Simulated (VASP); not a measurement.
Write the native input for VASP 6.6.1 that does the following.

```yaml
Task: single point
Functional: PBE
Potentials_or_basis: VASP PAW PBE potentials, release 64 (Zr_sv, C)
Cutoff: 520 eV
k_mesh: 11 × 11 × 11
Occupations: gaussian, width 0.15 eV
Spin: no spin polarisation
Dipole_correction: no
Further_INCAR_settings: ALGO = Normal; EDIFF = 1e-06; NBANDS = 15
```

The structure of ZrC lies in POSCAR:

```
ZrC
1.0
    0.0000000000      2.3650000000      2.3650000000
    2.3650000000      0.0000000000      2.3650000000
    2.3650000000      2.3650000000      0.0000000000
Zr C
1 1
Direct
    0.5000000000      0.5000000000      0.5000000000
    0.0000000000      0.0000000000      0.0000000000
```

One way to write it, as run:

INCAR

```
  ALGO = Normal
  EDIFF = 1E-6
  ENCUT = 520
  GGA = PE
  ISIF = 2
  ISMEAR = 0
  LASPH = True
  LCHARG = True
  LELF = True
  LREAL = False
  LVHAR = True
  LWAVE = False
  NBANDS = 15
  NELM = 60
  PREC = Accurate
  SIGMA = 0.15
```

KPOINTS

```
k-points
0
Gamma
  11 11 11
```

Potentials or basis: VASP PAW PBE potentials, release 64 (Zr_sv, C).

Run with:

```sh
$ cat potpaw_PBE.64/Zr_sv/POTCAR potpaw_PBE.64/C/POTCAR > POTCAR
$ mpirun -np 1 vasp_std > vasp.out
```

Results of the run:

```
Pressure               : -2.7 GPa
Band gap on the k mesh : zero (band 8 reaches 10.33 eV, above the bottom of band 9 at 9.04 eV)
```

Run time: 30 s on 1 thread of AMD EPYC 7R13 Processor (Zen 3), on a shared host, peak memory 0.14 GiB.
